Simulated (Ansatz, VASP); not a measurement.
AlGa3N4 in VASP and in Ansatz

INCAR

```
SYSTEM = AlGa3N4
ALGO = Normal
EDIFF = 1E-6
ENCUT = 520
GGA = PS
ISIF = 2
ISMEAR = 0
LASPH = .True.
LCHARG = .True.
LELF = .True.
LREAL = .False.
LVHAR = .True.
LWAVE = .False.
NBANDS = 41
NELM = 60
PREC = Accurate
SIGMA = 0.05
```

KPOINTS

```
k-points
0
Gamma
  6 6 6
  0 0 0
```

The input POSCAR:

```
AlGa3N4
1.0
    4.2442465439      0.0000000000      0.0000000000
    0.0000000000      4.2442465439      0.0000000000
    0.0000000000      0.0000000000      4.2442465439
Al Ga N
1 3 4
Direct
    0.0000000000      0.0000000000      0.0000000000
    0.5000000000      0.5000000000      0.0000000000
    0.5000000000      0.0000000000      0.5000000000
    0.0000000000      0.5000000000      0.5000000000
    0.7550309200      0.7550309200      0.2449690800
    0.7550309200      0.2449690800      0.7550309200
    0.2449690800      0.7550309200      0.7550309200
    0.2449690800      0.2449690800      0.2449690800
```

Input for Ansatz:

```yaml
crystal:
  lattice:
    - [4.2442465439, 0.0, 0.0]
    - [0.0, 4.2442465439, 0.0]
    - [0.0, 0.0, 4.2442465439]
  atoms:
    - { symbol: Al, position: [0.0, 0.0, 0.0] }
    - { symbol: Ga, position: [0.5, 0.5, 0.0] }
    - { symbol: Ga, position: [0.5, 0.0, 0.5] }
    - { symbol: Ga, position: [0.0, 0.5, 0.5] }
    - { symbol: "N", position: [0.75503092, 0.75503092, 0.24496908] }
    - { symbol: "N", position: [0.75503092, 0.24496908, 0.75503092] }
    - { symbol: "N", position: [0.24496908, 0.75503092, 0.75503092] }
    - { symbol: "N", position: [0.24496908, 0.24496908, 0.24496908] }
basis:
  ecutwfc: 420
kpoints:
  mp_grid: { grid: [6, 6, 6] }
hamiltonian:
  xc: pbesol
scf:
  occupations: { method: gaussian, width: 0.05 }
output:
  forces: true
  stress: true
  eigenvalues: true
  write_density: true
  write_potential: true
  elf: true
  volumetric_format: npy
```

Change from the starting cell: strain -0.050 along x and y, -0.050 along z, atoms carried along.

Alike in both runs: task single point; functional PBEsol; k mesh 6 × 6 × 6; occupations gaussian, width 0.05 eV; no spin polarisation.

|  | VASP | Ansatz |
| --- | --- | --- |
| version | VASP 6.6.1 | Ansatz 0.2.0 |
| potentials or method | VASP PAW PBE potentials, release 64 (Al, Ga_d, N), cutoff 520 eV | scalar-relativistic, plane waves, PAW |
| valence electrons in the cell | 62 | 62 |

```tsv
	VASP	Ansatz	Ansatz less VASP
gap on the k mesh at the Fermi level (eV)	3.40	3.37	-0.027
least direct gap on the mesh (eV)	3.40	3.37	-0.027
pressure (GPa)	40.6	40.7	+0.16
rms of the force components (eV/Å)	0.017	0.034	+0.0170
```

VASP's potentials were made for PBE, not for PBEsol. Atom by atom the forces differ by 0.017 eV/Å (rms over components). Both programs put the cell under a high pressure, so it lies far from rest at this level.
